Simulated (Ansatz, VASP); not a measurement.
Two plane-wave programs on WSe2

```xyz
6
Lattice="2.7800 0.0000 0.0000 -1.3900 3.2573 0.0000 0.0000 0.0000 23.9835" Properties=species:S:1:pos:R:3 pbc="T T T"
W     1.3900    1.0858    3.3013
W     0.0000    2.1715   20.6822
Se    0.0000    2.1715    4.9733
Se    1.3900    1.0858   22.3566
Se    0.0000    2.1715    1.6269
Se    1.3900    1.0858   19.0101
```

Change from the starting cell: strain -0.1500 x Voigt [1, -1, 0, 0, 0, 0], atoms carried along.

Alike in both runs: task single point; functional PBEsol; k mesh 12 × 12 × 2; occupations gaussian, width 0.05 eV; no spin polarisation.

|  | VASP | Ansatz |
| --- | --- | --- |
| version | VASP 6.6.1 | Ansatz 0.2.0 |
| potentials or method | VASP PAW PBE potentials, release 64 (W_sv, Se), cutoff 520 eV | scalar-relativistic, plane waves, PAW |
| valence electrons in the cell | 52 | 92 |

|  | VASP | Ansatz | Ansatz less VASP |
| --- | --- | --- | --- |
| gap on the k mesh at the Fermi level (eV) | none | none | - |
| rms of the force components (eV/Å) | 0.638 | 0.610 | -0.0277 |

VASP's potentials were made for PBE, not for PBEsol. Atom by atom the forces differ by 0.037 eV/Å (rms over components). A gap of «none» marks a metal or a gap that the smearing closes. VASP's potentials hold 52 valence electrons a cell and Ansatz's 92, so a difference there can come from the potentials and not from the codes.

Neither program's run includes spin-orbit coupling.
